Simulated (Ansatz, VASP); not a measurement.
# Two plane-wave programs on Mg2C3

Contents of INCAR:

```
PREC = Accurate
ENCUT = 520
EDIFF = 1E-7
ISMEAR = 0
SIGMA = 0.05
LREAL = F
LASPH = T
NELM = 100
ALGO = Normal
ISIF = 2
LWAVE = F
LCHARG = F
GGA = PE
NBANDS = 16
```

The input KPOINTS:

```
Automatic mesh
0
Gamma
  4 4 4
```

POSCAR

```
Mg2C3
1.0
    2.4063201191     -2.3426107354     -0.0056849748
    2.4063201191      2.3426107354     -0.0056849748
   -1.2337819514      0.0000000000      4.8699367886
Mg C
2 3
Direct
    0.8094807413      0.8094807413      0.1980806852
    0.1905192587      0.1905192587      0.8019193148
    0.3021865357      0.3021865357      0.2622175095
    0.6978134643      0.6978134643      0.7377824905
    0.5000000000      0.5000000000      0.5000000000
```

Input for Ansatz:

```yaml
crystal:
  lattice:
    - [2.4063201191, -2.3426107354, -0.0056849748]
    - [2.4063201191, 2.3426107354, -0.0056849748]
    - [-1.2337819514, 0.0, 4.8699367886]
  atoms:
    - { symbol: Mg, position: [0.8094807413, 0.8094807413, 0.1980806852] }
    - { symbol: Mg, position: [0.1905192587, 0.1905192587, 0.8019193148] }
    - { symbol: C, position: [0.3021865357, 0.3021865357, 0.2622175095] }
    - { symbol: C, position: [0.6978134643, 0.6978134643, 0.7377824905] }
    - { symbol: C, position: [0.5, 0.5, 0.5] }
basis:
  ecutwfc: 420
  ecutrho_ratio: 4
kpoints:
  mp_grid: { grid: [4, 4, 4] }
hamiltonian:
  xc: pbe
scf:
  occupations: { method: gaussian, width: 0.05 }
output:
  forces: true
  stress: true
  eigenvalues: true
  populations: true
  write_density: true
  write_potential: true
  elf: true
  volumetric_format: npy
```

Alike in both runs: task single point; functional PBE; k mesh 4 × 4 × 4; occupations gaussian, width 0.05 eV; no spin polarisation.

```csv
,VASP,Ansatz
version,VASP 6.6.1,Ansatz 0.2.0
potentials or method,"VASP PAW PBE potentials, release 64 (Mg, C), cutoff 520 eV","scalar-relativistic, plane waves, PAW"
valence electrons in the cell,16,32
```

Ansatz gave:

- gap on the k mesh at the Fermi level (eV): 1.66
- least direct gap on the mesh (eV): 2.33
- pressure (GPa): 0.5
- traceless stress, the component that is largest in VASP (GPa): 0.02
- rms of the force components (eV/Å): 0.012

Problem. Estimate VASP's values.

Solution. gap on the k mesh at the Fermi level (eV): 1.66; least direct gap on the mesh (eV): 2.33; pressure (GPa): 0.3; traceless stress, the component that is largest in VASP (GPa): 0.28; rms of the force components (eV/Å): 0.018.

Atom by atom the forces differ by 0.020 eV/Å (rms over components). VASP's potentials hold 16 valence electrons a cell and Ansatz's 32, so a difference there can come from the potentials and not from the codes.

The k mesh is coarse, so the values compare programs but aren't converged.
